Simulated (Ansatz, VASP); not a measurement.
## Mg3Co in VASP and in Ansatz

```
Co Mg
1.0
     0.00000    3.27573    3.27573
     3.27573    0.00000    3.27573
     3.27573    3.27573    0.00000
Co Mg
1 3
Direct
  0.00000 0.00000 0.00000
  0.75000 0.75000 0.75000
  0.50000 0.50000 0.50000
  0.25000 0.25000 0.25000
```

Alike in both runs: task single point; functional PBE; k mesh 7 × 7 × 7; occupations fermi-dirac, width 0.05 eV; collinear spin.

```csv
,VASP,Ansatz
version,VASP 6.6.1,Ansatz 0.2.0
potentials or method,"VASP PAW PBE potentials, release 64 (Co, Mg)",Ansatz PAW
plane-wave cutoff (eV),520,420
valence electrons in the cell,15,47
```

```tsv
	VASP	Ansatz	Ansatz less VASP
gap on the k mesh at the Fermi level (eV)	none	none	-
pressure (GPa)	-0.8	-0.9	-0.01
net moment per atom (μB)	0.13	0.13	+0.002
size of the moment on the site where the two differ most (μB)	0.60	0.62	+0.021
```

Site moments also hang on the region over which each program counts them. A gap of «none» marks a metal or a gap that the smearing closes. VASP's potentials hold 15 valence electrons a cell and Ansatz's 47, so a difference there can come from the potentials and not from the codes.
